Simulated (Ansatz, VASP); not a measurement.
**SiC: VASP beside Ansatz**

INCAR

```
ALGO = Normal
EDIFF = 1E-7
EDIFFG = -0.04
ENCUT = 600
GGA = PE
IBRION = 2
ISIF = 3
ISMEAR = 0
LASPH = T
LCHARG = F
LREAL = F
LWAVE = F
NELM = 60
NSW = 90
PREC = Accurate
SIGMA = 0.1
```

Contents of KPOINTS:

```
k-points
0
Gamma
  6 6 6
```

POSCAR

```
SiC
1.0
    2.5260084182      0.0000000000      0.0000000000
    0.0000000000      2.5260084182      0.0000000000
    0.0000000000      0.0000000000      3.3108753195
Si C
1 1
Direct
    0.5000000000      0.5000000000      0.5000000000
    0.0000000000      0.0000000000      0.0000000000
```

Input for Ansatz:

```yaml
crystal:
  lattice:
    - [2.5260084182, 0.0, 0.0]
    - [0.0, 2.5260084182, 0.0]
    - [0.0, 0.0, 3.3108753195]
  atoms:
    - { symbol: Si, position: [0.5, 0.5, 0.5] }
    - { symbol: C, position: [0.0, 0.0, 0.0] }
basis:
  ecutwfc: 420
kpoints:
  mp_grid: { grid: [6, 6, 6] }
hamiltonian:
  xc: pbe
scf:
  occupations: { method: gaussian, width: 0.1 }
  lower_state_search: "off"
output:
  forces: true
  stress: true
  eigenvalues: true
relax:
  adjacent_minimum: "off"
  f_tol: 0.04
  max_steps: 70
  cell: { stress_tol: 0.4 }
```

Alike in both runs: task relaxation of cell and atoms; functional PBE; k mesh 6 × 6 × 6; occupations gaussian, width 0.1 eV; no spin polarisation.

|  | VASP | Ansatz |
| --- | --- | --- |
| version | VASP 6.6.1 | Ansatz 0.2.0 |
| potentials or method | VASP PAW PBE potentials, release 64 (Si, C), cutoff 600 eV | scalar-relativistic, plane waves, PAW |
| valence electrons in the cell | 8 | 8 |

|  | VASP | Ansatz | Ansatz less VASP |
| --- | --- | --- | --- |
| gap on the k mesh at the Fermi level, each at its own relaxed structure (eV) | none | none | - |
| relaxed volume (Å³/atom) | 9.17 | 9.17 | -0.007 |
| relaxed cell length with the largest relative difference (Å) | 2.638 | 2.636 | -0.0016 |

A gap of «none» marks a metal or a gap that the smearing closes.

The k mesh is coarse, so the values compare programs but aren't converged.
